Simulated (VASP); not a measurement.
# GaN (P6_3mc) in VASP: notebook, part 2 of 2

VASP 6.6.1.

## Step 3: Phonons, r2SCAN

This run uses another cell than the first one, of 10.86 Å³/atom, 1.020 times its volume.

INCAR

```
SYSTEM = GaN
PREC = Accurate
ENCUT = 520
EDIFF = 1E-8
ISMEAR = 0
SIGMA = 0.01
LREAL = .False.
LASPH = .True.
NELM = 80
ALGO = Normal
ISIF = 2
LWAVE = .False.
LCHARG = .False.
METAGGA = R2SCAN
LMIXTAU = .True.
IBRION = 6
NFREE = 2
POTIM = 0.015
NSW = 1
```

KPOINTS

```
regular mesh
0
Gamma
  8 8 4
  0 0 0
```

POSCAR

```
GaN
1.0
    3.1346403037      0.0000000000      0.0000000000
   -1.5673201519      2.7146781348      0.0000000000
    0.0000000000      0.0000000000      5.1049132588
Ga N
2 2
Direct
    0.3333333333      0.6666666667     -0.0008202456
    0.6666666667      0.3333333333      0.4991797544
    0.3333333333      0.6666666667      0.3758202456
    0.6666666667      0.3333333333      0.8758202456
```

Potentials or basis: VASP PAW PBE potentials, release 64 (Ga_d, N).

Launch:

```sh
$ cat potpaw_PBE.64/Ga_d/POTCAR potpaw_PBE.64/N/POTCAR > POTCAR
$ mpirun -np 1 vasp_std > vasp.out
```

OUTCAR:

```text
SYSTEM = GaN
   PREC = Accurate
   ENCUT = 520
   EDIFF = 1E-8
   ISMEAR = 0
   LREAL = .False.
   LASPH = .True.
   NELM = 80
   ISIF = 2
   METAGGA = R2SCAN
   IBRION = 6
   NFREE = 2
   POTIM = 0.015
   NSW = 1

 ion  position               nearest neighbor table
   1  0.333  0.667  0.999-   4 1.92   4 1.92   4 1.92   3 1.92
   2  0.667  0.333  0.499-   3 1.92   3 1.92   3 1.92   4 1.92
   3  0.333  0.667  0.376-   2 1.92   2 1.92   2 1.92   1 1.92
   4  0.667  0.333  0.876-   1 1.92   1 1.92   1 1.92   2 1.92

  LATTYP: Found a hexagonal cell.
 ALAT       =     3.1346403037
 C/A-ratio  =     1.6285483386

  Lattice vectors:

 A1 = (   3.1346403037,   0.0000000000,   0.0000000000)
 A2 = (  -1.5673201519,   2.7146781348,   0.0000000000)
 A3 = (   0.0000000000,   0.0000000000,   5.1049132588)

Analysis of symmetry for initial positions (statically):
=====================================================================
 Subroutine PRICEL returns:
 Original cell was already a primitive cell.

 Routine SETGRP: Setting up the symmetry group for a
 hexagonal supercell.

 Subroutine GETGRP returns: Found 12 space group operations
 (whereof  6 operations were pure point group operations)
 out of a pool of 24 trial point group operations.

The static configuration has the point symmetry C_3v.
 The point group associated with its full space group is C_6v.

Analysis of symmetry for dynamics (positions and initial velocities):
=====================================================================
 Subroutine PRICEL returns:
 Original cell was already a primitive cell.

 Routine SETGRP: Setting up the symmetry group for a
 hexagonal supercell.

 Subroutine GETGRP returns: Found 12 space group operations
 (whereof  6 operations were pure point group operations)
 out of a pool of 24 trial point group operations.

The dynamic configuration has the point symmetry C_3v.
 The point group associated with its full space group is C_6v.

 Subroutine INISYM returns: Found 12 space group operations
 (whereof  6 operations are pure point group operations),
 and found     1 'primitive' translations

----------------------------------------------------------------------------------------

                                     Primitive cell

  volume of cell :      43.4405

  direct lattice vectors                    reciprocal lattice vectors
     3.134640304  0.000000000  0.000000000     0.319015869  0.184183898  0.000000000
    -1.567320152  2.714678135  0.000000000     0.000000000  0.368367795  0.000000000
     0.000000000  0.000000000  5.104913259     0.000000000  0.000000000  0.195889714

  length of vectors
     3.134640304  3.134640304  5.104913259     0.368367796  0.368367795  0.195889714

  position of ions in fractional coordinates (direct lattice)
     0.333333333  0.666666667  0.999179754
[... 108 lines left out ...]
   LHFCALC =     F    Hartree Fock is set to
   AEXX    =    0.0000 exact exchange contribution
   IVDW    =     0    specifies the selected vdW correction
   LEPSILON=     F    determine dielectric tensor
   LRPA    =     F    only Hartree local field effects (RPA)
 finite differences with symmetry
 non-spin polarized calculation
 Gauss-broadening in eV      SIGMA  =   0.01
  energy-cutoff  :      520.00
  volume of cell :       43.44
 maximum number of plane-waves:      1184
 NGX is ok and might be reduce to    24
   NGX = 11   NGY = 11   NGZ = 19

--------------------------------------- Ionic step        1  -------------------------------------------

 number of electron      36.0000036 magnetization

 Free energy of the ion-electron system (eV)
  ---------------------------------------------------
  ext. energy  EPLUGINS =         0.00000000
  ---------------------------------------------------
  free energy    TOTEN  =       -43.74256732 eV

  energy without entropy =      -43.74256732  energy(sigma->0) =      -43.74256732

------------------------ aborting loop because EDIFF is reached ----------------------------------------

  FORCE on cell =-STRESS in cart. coord.  units (eV):
  Direction    XX          YY          ZZ          XY          YZ          ZX
  --------------------------------------------------------------------------------------
  -------------------------------------------------------------------------------------
  Total        3.0659991      3.0659991      3.0140077     -0.0000000      0.0000000      0.0000000
  in kB      113.0806188    113.0806188    111.1630660     -0.0000000      0.0000000      0.0000000
  external PRESSURE =     112.4414345 kB  Pullay stress =       0.0000000 kB
[... 291 lines left out ...]
--------------------------------------- Ionic step        9  -------------------------------------------

 number of electron      36.0000036 magnetization

 Free energy of the ion-electron system (eV)
  ---------------------------------------------------
  ext. energy  EPLUGINS =         0.00000000
  ---------------------------------------------------
  free energy    TOTEN  =       -43.74007445 eV

  energy without entropy =      -43.74007445  energy(sigma->0) =      -43.74007445

 E-fermi :   5.7491     XC(G=0): -12.9381

 val. band max:        5.6249589176   @ k =   0.0000   0.0000   0.0000
 cond. band min:       8.2768827971   @ k =   0.0000   0.0000   0.0000
 fundamental gap:      2.6519238795
 Fermi energy:         5.7491331878

 k-point     1 :       0.0000    0.0000    0.0000
  band No.  band energies     occupation
      1     -11.6075      2.00000
      2     -10.4557      2.00000
      3      -8.2599      2.00000
      4      -8.2363      2.00000
      5      -8.2363      2.00000
      6      -8.1548      2.00000
[... 589 lines left out ...]
     21      14.3796      0.00000
     22      14.4964      0.00000

 [... further k-points ...]
[... 5 lines left out ...]
  --------------------------------------------------------------------------------------
  -------------------------------------------------------------------------------------
  Total        2.9603041      2.9603041      3.2298250     -0.0000000      0.0000000      0.0000000
  in kB      109.1823608    109.1823608    119.1228686     -0.0000000      0.0000000      0.0000000
  external PRESSURE =     112.4958634 kB  Pullay stress =       0.0000000 kB
[... 19 lines left out ...]
  FREE ENERGIE OF THE ION-ELECTRON SYSTEM (eV)
  ---------------------------------------------------
  free  energy   TOTEN  =       -43.7400744466 eV

  energy  without entropy=      -43.7400744466  energy(sigma->0) =      -43.74007445

 INTERNAL STRAIN TENSORS FROM DISPLACED ATOMS
 ============================================

 INTERNAL STRAIN TENSOR FOR ION    1 for displacements in x,y,z  (eV/Angst):
          X           Y           Z          XY          YZ          ZX
  --------------------------------------------------------------------------------
  x     0.00000    -0.00000     0.00000   -10.91402     0.00000    -7.36177
  y   -10.91402    10.91402    -0.00000    -0.00000    -7.36209     0.00000
  z    -7.15079    -7.15079    13.96499     0.00000     0.00000    -0.00000

 INTERNAL STRAIN TENSOR FOR ION    4 for displacements in x,y,z  (eV/Angst):
          X           Y           Z          XY          YZ          ZX
  --------------------------------------------------------------------------------
  x    -0.00000     0.00000     0.00000    12.29395    -0.00000     7.28161
  y    12.29395   -12.29395     0.00000     0.00000     7.28193    -0.00000
  z     7.14346     7.14346   -13.63633    -0.00000     0.00000     0.00000

 Eigenvectors and eigenvalues of the dynamical matrix
 ----------------------------------------------------

   1 f  =   22.261812 THz   139.875093 2PiTHz  742.574132 cm-1    92.067417 meV
             X         Y         Z           dx          dy          dz
     -0.000000  1.809785  5.100726    -0.000000   -0.000000    0.050668
      1.567320  0.904893  2.548269     0.000000   -0.000000   -0.050668
     -0.000000  1.809785  1.918530    -0.000000   -0.000000   -0.705289
      1.567320  0.904893  4.470986     0.000000    0.000000    0.705289
[... 71 lines left out ...]
  12 f/i=    0.054207 THz     0.340590 2PiTHz    1.808139 cm-1     0.224181 meV
             X         Y         Z           dx          dy          dz
     -0.000000  1.809785  5.100726    -0.000000    0.000000    0.644368
      1.567320  0.904893  2.548269    -0.000000    0.000000    0.644368
     -0.000000  1.809785  1.918530    -0.000000    0.000000    0.291187
      1.567320  0.904893  4.470986    -0.000000    0.000000    0.291187

 ELASTIC MODULI CONTR FROM IONIC RELAXATION (kBar)
 Direction    XX          YY          ZZ          XY          YZ          ZX
 --------------------------------------------------------------------------------
 XX        -940.8499    412.8552    509.7868      0.0000      0.0000      0.0000
 YY         412.8552   -940.8499    509.7868      0.0000     -0.0000      0.0000
 ZZ         509.7868    509.7868   -984.4137     -0.0000      0.0000     -0.0000
 XY           0.0000      0.0000     -0.0000   -676.8525      0.0000      0.0000
 YZ          -0.0000     -0.0000      0.0000      0.0000   -259.8506      0.0000
 ZX           0.0000     -0.0000     -0.0000     -0.0000      0.0000   -259.8280
 --------------------------------------------------------------------------------
```

stdout:

```text
POSCAR found type information on POSCAR GaN
 POSCAR found :  2 types and       4 ions
 scaLAPACK will be used
 -----------------------------------------------------------------------------
|                                                                             |
|                                                                             |
|     You enforced a specific xc type in the INCAR file but a different       |
|     I HOPE YOU KNOW WHAT YOU ARE DOING!                                     |
|                                                                             |
 -----------------------------------------------------------------------------

 LDA part: xc-table for (None), standard interpolation
 POSCAR, INCAR and KPOINTS ok, starting setup
 FFT: planning ... GRIDC
 FFT: planning ... GRID_SOFT
 FFT: planning ... GRID
 WAVECAR not read
 entering main loop
 Found     4 degrees of freedom:
 Finite differences POTIM= 0.01500 DOF=   4
 bond charge predicted
 Finite differences progress:
 bond charge predicted
 Finite differences progress:
 bond charge predicted
 Finite differences progress:
 bond charge predicted
 Finite differences progress:
 bond charge predicted
 Finite differences progress:
 bond charge predicted
 Finite differences progress:
 bond charge predicted
 Finite differences progress:
 bond charge predicted
 Finite differences progress:
```

Run time: 26 min. Hardware: 1 thread of AMD EPYC 9R45 (Zen 5), shared host; peak memory 0.3 GiB.

What came out:

| Quantity | Value |
| --- | --- |
| Highest phonon frequency at Γ, LO-TO splitting left out | 743 cm⁻¹ |

Phonon frequencies in cm⁻¹ (negative: imaginary):
```
              q point                                   frequencies
(0.000, 0.000, 0.000)  -2 -1 -1 135 135 356 575 597 597 610 610 743
```

Caveat: the cell wasn't relaxed at this level first, which shifts response properties; the PAW data sets were made with another functional, which shifts forces and pressure a little.

## Step 4: Phonons, r2SCAN

This run uses another cell than the first one, of 11.49 Å³/atom, 1.079 times its volume.

Edit INCAR of step 3 so:

```diff
@@ -15,2 +15,3 @@
 LMIXTAU = .True.
+NBANDS = 26
 IBRION = 6
```

KPOINTS

```
Automatic mesh
0
Gamma
  8 8 4
  0 0 0
```

POSCAR

```
GaN
1.0
    3.1940996559      0.0000000000      0.0000000000
   -1.5970498280      2.7661714442      0.0000000000
    0.0000000000      0.0000000000      5.2011359953
Ga N
2 2
Direct
    0.3333333333      0.6666666667     -0.0009013798
    0.6666666667      0.3333333333      0.4990986202
    0.3333333333      0.6666666667      0.3759013798
    0.6666666667      0.3333333333      0.8759013798
```

Potentials or basis: VASP PAW PBE potentials, release 64 (Ga_d, N).

Launch:

```sh
$ cat potpaw_PBE.64/Ga_d/POTCAR potpaw_PBE.64/N/POTCAR > POTCAR
$ mpirun -np 1 vasp_std > vasp.out
```

OUTCAR:

```text
SYSTEM = GaN
   PREC = Accurate
   ENCUT = 520
   EDIFF = 1E-8
   ISMEAR = 0
   LREAL = .False.
   LASPH = .True.
   NELM = 80
   ISIF = 2
   METAGGA = R2SCAN
   IBRION = 6
   NFREE = 2
   POTIM = 0.015
   NSW = 1

 ion  position               nearest neighbor table
   1  0.333  0.667  0.999-   4 1.95   4 1.95   4 1.95   3 1.96
   2  0.667  0.333  0.499-   3 1.95   3 1.95   3 1.95   4 1.96
   3  0.333  0.667  0.376-   2 1.95   2 1.95   2 1.95   1 1.96
   4  0.667  0.333  0.876-   1 1.95   1 1.95   1 1.95   2 1.96

  LATTYP: Found a hexagonal cell.
 ALAT       =     3.1940996559
 C/A-ratio  =     1.6283574577

  Lattice vectors:

 A1 = (   3.1940996559,   0.0000000000,   0.0000000000)
 A2 = (  -1.5970498280,   2.7661714442,   0.0000000000)
 A3 = (   0.0000000000,   0.0000000000,   5.2011359953)

Analysis of symmetry for initial positions (statically):
=====================================================================
 Subroutine PRICEL returns:
 Original cell was already a primitive cell.

 Routine SETGRP: Setting up the symmetry group for a
 hexagonal supercell.

 Subroutine GETGRP returns: Found 12 space group operations
 (whereof  6 operations were pure point group operations)
 out of a pool of 24 trial point group operations.

The static configuration has the point symmetry C_3v.
 The point group associated with its full space group is C_6v.

Analysis of symmetry for dynamics (positions and initial velocities):
=====================================================================
 Subroutine PRICEL returns:
 Original cell was already a primitive cell.

 Routine SETGRP: Setting up the symmetry group for a
[... 470 lines left out ...]
  ---------------------------------------------------
  free energy    TOTEN  =       -43.81890912 eV

  energy without entropy =      -43.81890912  energy(sigma->0) =      -43.81890912

 E-fermi :   5.0520     XC(G=0): -12.6034

 val. band max:        4.9981111950   @ k =   0.0000   0.0000   0.0000
 cond. band min:       7.2607312165   @ k =   0.0000   0.0000   0.0000
 fundamental gap:      2.2626200215
 Fermi energy:         5.0520118580

 k-point     1 :       0.0000    0.0000    0.0000
  band No.  band energies     occupation
      1     -11.7333      2.00000
      2     -10.7544      2.00000
      3      -8.8353      2.00000
      4      -8.8161      2.00000
      5      -8.8160      2.00000
      6      -8.7469      2.00000
[... 685 lines left out ...]
     25      17.7444      0.00000
     26      17.8755      0.00000

 [... further k-points ...]
[... 5 lines left out ...]
  --------------------------------------------------------------------------------------
  -------------------------------------------------------------------------------------
  Total       -0.3317025     -0.3317025     -0.1186154      0.0000000      0.0000000      0.0000000
  in kB      -11.5646782    -11.5646782     -4.1354803      0.0000000      0.0000000      0.0000000
  external PRESSURE =      -9.0882789 kB  Pullay stress =       0.0000000 kB
[... 19 lines left out ...]
  FREE ENERGIE OF THE ION-ELECTRON SYSTEM (eV)
  ---------------------------------------------------
  free  energy   TOTEN  =       -43.8189091198 eV

  energy  without entropy=      -43.8189091198  energy(sigma->0) =      -43.81890912

 INTERNAL STRAIN TENSORS FROM DISPLACED ATOMS
 ============================================

 INTERNAL STRAIN TENSOR FOR ION    1 for displacements in x,y,z  (eV/Angst):
          X           Y           Z          XY          YZ          ZX
  --------------------------------------------------------------------------------
  x     0.00000    -0.00000     0.00000    -7.76849     0.00000    -5.45557
  y    -7.76849     7.76849     0.00000    -0.00000    -5.45508     0.00000
  z    -5.29119    -5.29119     9.82245     0.00000     0.00000    -0.00000

 INTERNAL STRAIN TENSOR FOR ION    4 for displacements in x,y,z  (eV/Angst):
          X           Y           Z          XY          YZ          ZX
  --------------------------------------------------------------------------------
  x    -0.00000     0.00000    -0.00000     9.40629    -0.00000     5.40988
  y     9.40629    -9.40629     0.00000     0.00000     5.40939    -0.00000
  z     5.12077     5.12077    -9.96911    -0.00000     0.00000     0.00000

 Eigenvectors and eigenvalues of the dynamical matrix
 ----------------------------------------------------

   1 f  =   20.703962 THz   130.086831 2PiTHz  690.609842 cm-1    85.624669 meV
             X         Y         Z           dx          dy          dz
     -0.000000  1.844114  5.196448    -0.000000    0.000000    0.030636
      1.597050  0.922057  2.595880    -0.000000    0.000000   -0.030636
     -0.000000  1.844114  1.955114    -0.000000    0.000000   -0.706443
      1.597050  0.922057  4.555682     0.000000   -0.000000    0.706443
[... 71 lines left out ...]
  12 f/i=    0.243859 THz     1.532211 2PiTHz    8.134260 cm-1     1.008519 meV
             X         Y         Z           dx          dy          dz
     -0.000000  1.844114  5.196448     0.000000   -0.000000   -0.649671
      1.597050  0.922057  2.595880     0.000000   -0.000000   -0.649671
     -0.000000  1.844114  1.955114     0.000000   -0.000000   -0.279155
      1.597050  0.922057  4.555682     0.000000   -0.000000   -0.279155

 ELASTIC MODULI CONTR FROM IONIC RELAXATION (kBar)
 Direction    XX          YY          ZZ          XY          YZ          ZX
 --------------------------------------------------------------------------------
 XX        -597.6789    270.9073    310.7290      0.0000     -0.0000      0.0000
 YY         270.9073   -597.6789    310.7290      0.0000      0.0000     -0.0000
 ZZ         310.7290    310.7290   -590.9480     -0.0000      0.0000     -0.0000
 XY           0.0000      0.0000     -0.0000   -434.2931      0.0000     -0.0000
 YZ          -0.0000      0.0000      0.0000      0.0000   -158.5477      0.0000
 ZX           0.0000     -0.0000     -0.0000     -0.0000      0.0000   -158.5763
 --------------------------------------------------------------------------------
```

stdout:

```text
POSCAR found type information on POSCAR GaN
 POSCAR found :  2 types and       4 ions
 scaLAPACK will be used
 -----------------------------------------------------------------------------
|                                                                             |
|                                                                             |
|     You enforced a specific xc type in the INCAR file but a different       |
|     I HOPE YOU KNOW WHAT YOU ARE DOING!                                     |
|                                                                             |
 -----------------------------------------------------------------------------

 LDA part: xc-table for (None), standard interpolation
 POSCAR, INCAR and KPOINTS ok, starting setup
 FFT: planning ... GRIDC
 FFT: planning ... GRID_SOFT
 FFT: planning ... GRID
 WAVECAR not read
 entering main loop
 Found     4 degrees of freedom:
 Finite differences POTIM= 0.01500 DOF=   4
 bond charge predicted
 Finite differences progress:
 bond charge predicted
 Finite differences progress:
 bond charge predicted
 Finite differences progress:
 bond charge predicted
 Finite differences progress:
 bond charge predicted
 Finite differences progress:
 bond charge predicted
 Finite differences progress:
 bond charge predicted
 Finite differences progress:
 bond charge predicted
 Finite differences progress:
```

Wall time 25 min (1 thread of AMD EPYC 9R45 (Zen 5), shared host); peak memory 0.31 GiB.

What came out:

| Property | Result |
| --- | --- |
| Highest phonon frequency at Γ, LO-TO splitting left out | 691 cm⁻¹ |

Phonon frequencies in cm⁻¹ (negative: imaginary):
```
              q point                                 frequencies
(0.000, 0.000, 0.000)  -8 0 0 140 140 323 526 551 551 560 560 691
```

Caveat: the PAW data sets were made with another functional, which shifts forces and pressure a little.
